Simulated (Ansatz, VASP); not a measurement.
# SnTe: VASP beside Ansatz

```
Sn Te
1.0
     0.00000    3.18933    3.12554
     3.18933    0.00000    3.12554
     3.18933    3.18933    0.00000
Sn Te
1 1
Direct
  0.00000 0.00000 0.00000
  0.50000 0.50000 0.50000
```

Change from the starting cell: uniaxial_z strain -2.0%.

Alike in both runs: task single point; functional PBE; k mesh 8 × 8 × 8; occupations fermi-dirac, width 0.02 eV; no spin polarisation.

|  | VASP | Ansatz |
| --- | --- | --- |
| version | VASP 6.6.1 | Ansatz 0.2.0 |
| potentials or method | VASP PAW PBE potentials, release 64 (Sn_d, Te) | plane waves, PAW |
| plane-wave cutoff (eV) | 520 | 420 |
| valence electrons in the cell | 20 | 30 |

|  | VASP | Ansatz | Ansatz less VASP |
| --- | --- | --- | --- |
| pressure (GPa) | 1.5 | 1.6 | +0.02 |
| traceless stress, the component that is largest in VASP (GPa) | 1.74 | 1.73 | -0.003 |

VASP's potentials hold 20 valence electrons a cell and Ansatz's 30, so a difference there can come from the potentials and not from the codes.

Neither program's run includes spin-orbit coupling.
